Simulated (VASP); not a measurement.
# Al (a cell with a defect) in VASP: a series of runs, part 2 of 2

VASP 6.6.1. The steps go on from the part before.

**3. Single point, PBE+D3(BJ)**

Contents of INCAR:

```
PREC = Accurate ; ENCUT = 520
EDIFF = 1E-6 ; ISMEAR = 0
SIGMA = 0.05 ; LREAL = Auto
LASPH = T ; NELM = 60
ALGO = Normal ; ISIF = 2
LWAVE = F ; LCHARG = F
GGA = PE ; IVDW = 12
NBANDS = 72
```

Contents of KPOINTS:

```
regular mesh
0
Gamma
  3 3 3
```

Contents of POSCAR:

```
Al
1.0
    8.1000000000      0.0000000000      0.0000000000
    0.0000000000      8.1000000000      0.0000000000
    0.0000000000      0.0000000000      8.1000000000
Al
33
Direct
    0.5014600227     -0.0052447103     -0.0006474062
    0.7363312549      0.2503641237      0.0009770964
    0.7520043164      0.0028792455      0.2527761176
   -0.0004888989     -0.0151563692      0.0009598606
    0.2654263274      0.2503686337      0.0009579887
    0.5014497015      0.5045426803     -0.0006410830
    0.7456953728      0.7490444105     -0.0006396799
    0.2497184216      0.0001757327      0.2500859976
    0.4980277410      0.2503677402      0.2348496512
    0.7538822305      0.4959771815      0.2547092296
    0.4980310438     -0.0153251769      0.5002664837
    0.6851983795      0.2482631785      0.4988224162
    0.7532834650      0.0042030648      0.7464689884
   -0.0004846562      0.5140110678      0.0009737396
    0.2554297921      0.7490342473     -0.0006472611
    0.0026026661      0.2482438849      0.1964427607
    0.2478745268      0.4987151484      0.2519067020
    0.5014595015      0.7490344947      0.2448682416
    0.0025981062     -0.0520371170      0.4988104729
    0.2998848404      0.2482545835      0.4988157606
    0.4980035117      0.5141864104      0.5002651546
    0.7362743494      0.7514048939      0.5002640908
    0.2484645762      0.0014200044      0.7491848729
    0.4980083942      0.2503664736      0.7643961128
    0.7551940911      0.4946584497      0.7445409331
   -0.0004883893      0.7513826633      0.2349648278
    0.0025886625      0.5623001497      0.4988167084
    0.2654801653      0.7513776058      0.5002668799
    0.0025951429      0.2482503155      0.8106127507
    0.2465647167      0.4974525516      0.7473457303
    0.5014517504      0.7490408645      0.7546801347
   -0.0004858695      0.7513965850      0.7642778822
   -0.0102213368      0.2570233978      0.5048241247
```

Potentials or basis: VASP PAW PBE potentials, release 64 (Al).

Command:

```console
> cat potpaw_PBE.64/Al/POTCAR > POTCAR
> mpirun -np 1 vasp_std > vasp.out
```

OUTCAR:

```text
PREC = Accurate
   ENCUT = 520
   EDIFF = 1E-6
   ISMEAR = 0
   LREAL = Auto
   LASPH = T
   NELM = 60
   ISIF = 2
   GGA = PE
   IVDW = 12
 IVDW          = 12

 ion  position               nearest neighbor table
   1  0.501  0.995  0.999-   7 2.81  31 2.81   2 2.81  24 2.81  18 2.81   9 2.82  15 2.82   5 2.82
                             8 2.88  23 2.88   3 2.89  13 2.89
   2  0.736  0.250  0.001-  29 2.65  16 2.68   9 2.70  24 2.72   6 2.80   1 2.81   3 2.86  10 2.86
                            13 2.87  25 2.87  14 3.02   4 3.03
   3  0.752  0.003  0.253-  22 2.86  26 2.86   2 2.86   4 2.86  12 2.87   9 2.88  11 2.88  16 2.88
                            19 2.88   1 2.89  18 2.89   7 2.91
   4  1.000  0.985  0.001-  29 2.63  16 2.66  26 2.68  32 2.69   7 2.81  15 2.82   8 2.86   3 2.86
                            23 2.87  13 2.87   2 3.03   5 3.04
   5  0.265  0.250  0.001-  29 2.63  16 2.65   9 2.67  24 2.69   6 2.81   1 2.82   8 2.86  17 2.86
                            23 2.87  30 2.87  14 3.03   4 3.04
   6  0.501  0.505  0.999-   7 2.80  31 2.80   2 2.80  24 2.80  18 2.81   9 2.81  15 2.81   5 2.81
                            17 2.90  30 2.90  10 2.91  25 2.91
   7  0.746  0.749  0.999-   6 2.80  31 2.80  14 2.80  32 2.80  18 2.81  26 2.81   1 2.81   4 2.81
                             3 2.91  13 2.91  10 2.91  25 2.92
   8  0.250  0.000  0.250-   9 2.86  11 2.86  26 2.86  28 2.86   4 2.86   5 2.86  16 2.87  19 2.87
                            20 2.87  15 2.87   1 2.88  18 2.88
   9  0.498  0.250  0.235-  12 2.62   5 2.67  20 2.67   2 2.70   6 2.81   1 2.82   8 2.86  17 2.86
[... 17 lines left out ...]
  18  0.501  0.749  0.245-   7 2.81   6 2.81  22 2.81  21 2.81   1 2.81  11 2.81  15 2.82  28 2.82
                             8 2.88  17 2.89   3 2.89  10 2.90
  19  0.003  0.948  0.499-  33 2.51  28 2.66  26 2.67  32 2.68  22 2.68   8 2.87  23 2.88   3 2.88
                            13 2.88  27 3.12
  20  0.300  0.248  0.499-  33 2.51  11 2.67   9 2.67  24 2.68  21 2.69   8 2.87  23 2.88  17 2.88
                            30 2.88  12 3.12
  21  0.498  0.514  0.500-  12 2.63  20 2.69  28 2.69  22 2.72  31 2.80  18 2.81  17 2.86  30 2.86
                            10 2.88  25 2.88  24 3.02   9 3.03
  22  0.736  0.751  0.500-  27 2.65  19 2.68  11 2.70  21 2.72  31 2.80  18 2.81   3 2.86  13 2.86
                            10 2.87  25 2.87  32 3.02  26 3.03
  23  0.248  0.001  0.749-  24 2.86  11 2.86  32 2.86  28 2.86  29 2.87   4 2.87   5 2.87  19 2.88
                            20 2.88  15 2.88   1 2.88  31 2.89
[... 241 lines left out ...]
 maximum number of plane-waves:     14358
   NGX = 31   NGY = 31   NGZ = 31

 number of electron      99.0000000 magnetization

 Free energy of the ion-electron system (eV)
  ---------------------------------------------------
  ext. energy  EPLUGINS =         0.00000000
  ---------------------------------------------------
  free energy    TOTEN  =      -121.52950222 eV

  energy without entropy =     -121.51701199  energy(sigma->0) =     -121.52325711

 E-fermi :   8.2932     XC(G=0): -10.2728

 val. band max:        8.2905169730   @ k =   0.3333   0.3333   0.0000
 cond. band min:       8.4118040531   @ k =   0.0000   0.0000   0.3333
 fundamental gap:      0.1212870801
 Fermi energy:         8.2931561601

 k-point     1 :       0.0000    0.0000    0.0000
  band No.  band energies     occupation
      1      -3.0817      2.00000
      2      -1.0901      2.00000
      3      -1.0892      2.00000
      4      -0.8036      2.00000
      5      -0.6880      2.00000
      6      -0.6878      2.00000
[... 885 lines left out ...]
     60       9.8532      0.00000
     61       9.8549      0.00000
 [bands above 61 left out]

------------------------ aborting loop because EDIFF is reached ----------------------------------------

 Edisp (eV)  -11.39011

 E8    (eV) :    -5.0975

  FORCE on cell =-STRESS in cart. coord.  units (eV):
  Direction    XX          YY          ZZ          XY          YZ          ZX
  --------------------------------------------------------------------------------------
  -------------------------------------------------------------------------------------
  Total       4.20764     4.10304     4.05531     0.04082    -0.02143     0.02983
  in kB      12.68510    12.36977    12.22586     0.12306    -0.06460     0.08994
  external pressure =       12.43 kB  Pullay stress =        0.00 kB

 VOLUME and BASIS-vectors are now :
 -----------------------------------------------------------------------------
  energy-cutoff  :      520.00
  volume of cell :      531.44
      direct lattice vectors                 reciprocal lattice vectors
     8.100000000  0.000000000  0.000000000     0.123456790  0.000000000  0.000000000
     0.000000000  8.100000000  0.000000000     0.000000000  0.123456790  0.000000000
     0.000000000  0.000000000  8.100000000     0.000000000  0.000000000  0.123456790

 POSITION                                       TOTAL-FORCE (eV/Angst)
 -----------------------------------------------------------------------------------
      4.06183      8.05752      8.09476         0.003550      0.002557      0.000502
      5.96428      2.02795      0.00791         0.006089      0.000490     -0.000700
      6.09123      0.02332      2.04749         0.000469      0.000889      0.000520
      8.09604      7.97723      0.00777        -0.002620      0.004341      0.002872
      2.14995      2.02799      0.00776        -0.004467      0.002111      0.003938
      4.06174      4.08680      8.09481         0.002252     -0.002878      0.000985
[... 25 lines left out ...]
      8.09606      6.08631      6.19065        -0.001213      0.001955     -0.004086
      8.01721      2.08189      4.08908        -0.007613      0.001634     -0.000291
 -----------------------------------------------------------------------------------
    total drift:                               -0.022347      0.009635      0.011007

  FREE ENERGIE OF THE ION-ELECTRON SYSTEM (eV)
  ---------------------------------------------------
  free  energy   TOTEN  =      -132.9196155622 eV

  energy  without entropy=     -132.9071253280  energy(sigma->0) =     -132.91337045
```

OSZICAR:

```text
N       E                     dE             d eps       ncg     rms          rms(c)
DAV:   1     0.139306458323E+03    0.13931E+03   -0.34803E+04  2016   0.111E+03
DAV:   2    -0.107355446156E+03   -0.24666E+03   -0.23116E+03  2360   0.145E+02
DAV:   3    -0.122172580353E+03   -0.14817E+02   -0.14176E+02  2536   0.283E+01
DAV:   4    -0.122479535007E+03   -0.30695E+00   -0.30476E+00  2360   0.431E+00
DAV:   5    -0.122483263466E+03   -0.37285E-02   -0.37252E-02  2352   0.567E-01    0.797E+00
DAV:   6    -0.121854134439E+03    0.62913E+00   -0.44022E-01  2328   0.166E+00    0.470E+00
DAV:   7    -0.121548661959E+03    0.30547E+00   -0.33285E-01  2288   0.143E+00    0.771E-01
DAV:   8    -0.121532661718E+03    0.16000E-01   -0.24827E-02  2208   0.432E-01    0.510E-01
DAV:   9    -0.121530143985E+03    0.25177E-02   -0.29566E-03  2376   0.131E-01    0.340E-01
DAV:  10    -0.121529513118E+03    0.63087E-03   -0.49890E-04  2360   0.582E-02    0.576E-02
DAV:  11    -0.121529504611E+03    0.85073E-05   -0.24761E-05  2336   0.137E-02    0.296E-02
DAV:  12    -0.121529502288E+03    0.23231E-05   -0.37473E-06  2200   0.488E-03    0.770E-03
DAV:  13    -0.121529502223E+03    0.64295E-07   -0.56272E-07  1248   0.203E-03
   1 F= -.13291962E+03 E0= -.13291337E+03  d E =-.124902E-01
```

Wall time 5.2 min (1 thread of Intel Xeon 6975P-C (Granite Rapids), shared host); peak memory 0.63 GiB.

What came out:

```yaml
Free_energy: -132.9196 eV
Pressure: 1.2 GPa
Largest_force: 0.013 eV/Å
Band_gap_on_the_k_mesh: zero (an odd number of electrons rules out a gap without spin polarisation)
Dispersion_energy_per_atom: -0.345 eV
```

Forces on the atoms (eV/Å):
```
Al   0.004  0.003  0.001
Al   0.006  0.000 -0.001
Al   0.000  0.001  0.001
Al  -0.003  0.004  0.003
Al  -0.004  0.002  0.004
Al   0.002 -0.003  0.001
Al   0.002  0.001  0.000
Al   0.001 -0.001 -0.001
Al  -0.002  0.001  0.003
Al  -0.001  0.002 -0.003
Al  -0.002  0.003  0.001
Al   0.013 -0.003 -0.003
Al  -0.001 -0.003  0.003
Al   0.000 -0.005  0.000
Al  -0.003 -0.001  0.000
Al   0.002 -0.001  0.008
Al  -0.002 -0.003  0.001
Al   0.003  0.000  0.003
Al   0.004  0.008 -0.003
Al  -0.008 -0.005 -0.004
Al  -0.003 -0.005  0.000
Al   0.005  0.001  0.001
Al  -0.002  0.001 -0.003
Al  -0.003  0.001 -0.005
Al  -0.001  0.001  0.001
Al  -0.002  0.002  0.004
Al   0.004 -0.008  0.001
Al  -0.003  0.005  0.001
Al   0.001  0.001 -0.009
Al   0.000  0.000  0.000
Al   0.002 -0.001 -0.003
Al  -0.001  0.002 -0.004
Al  -0.008  0.002  0.000
```

Levels at points of the mesh, in eV from the Fermi level:
```
           k point  band 45  band 46  band 47  band 48  band 49  band 50  band 51  band 52  band 53  band 54
(0.00, 0.00, 0.00)    -0.76    -0.50    -0.50    -0.13     0.18     0.18     0.18     0.43     0.45     0.51
```

The gap in the log of VASP goes by the Fermi energy; the results here count the filled bands.